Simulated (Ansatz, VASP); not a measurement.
# WSe2: VASP beside Ansatz

```
W Se
1.0
     3.27025    0.00000    0.00000
    -1.63513    2.83212    0.00000
     0.00000    0.00000   16.32799
W Se
1 2
Direct
  0.00000 0.00000 0.00000
  0.33333 0.66667 0.10040
  0.33333 0.66667 0.89960
```

Change from the starting cell: strain along c alone, the other axes held, atoms relaxed: -2.0 %.

Alike in both runs: task relaxation of the atoms; functional PBEsol; k mesh 12 × 12 × 2; occupations gaussian, width 0.02 eV; no spin polarisation.

|  | VASP | Ansatz |
| --- | --- | --- |
| version | VASP 6.6.1 | Ansatz 0.2.0 |
| potentials or method | VASP PAW PBE potentials, release 64 (W_sv, Se), cutoff 520 eV | scalar-relativistic, plane waves, PAW |
| valence electrons in the cell | 26 | 46 |

|  | VASP | Ansatz | Ansatz less VASP |
| --- | --- | --- | --- |
| gap on the k mesh at the Fermi level, each at its own relaxed structure (eV) | 1.68 | 1.69 | +0.010 |

VASP's potentials were made for PBE, not for PBEsol. VASP's potentials hold 26 valence electrons a cell and Ansatz's 46, so a difference there can come from the potentials and not from the codes. Ansatz's warnings: stress scf threshold loose.

Spin-orbit coupling is off throughout.
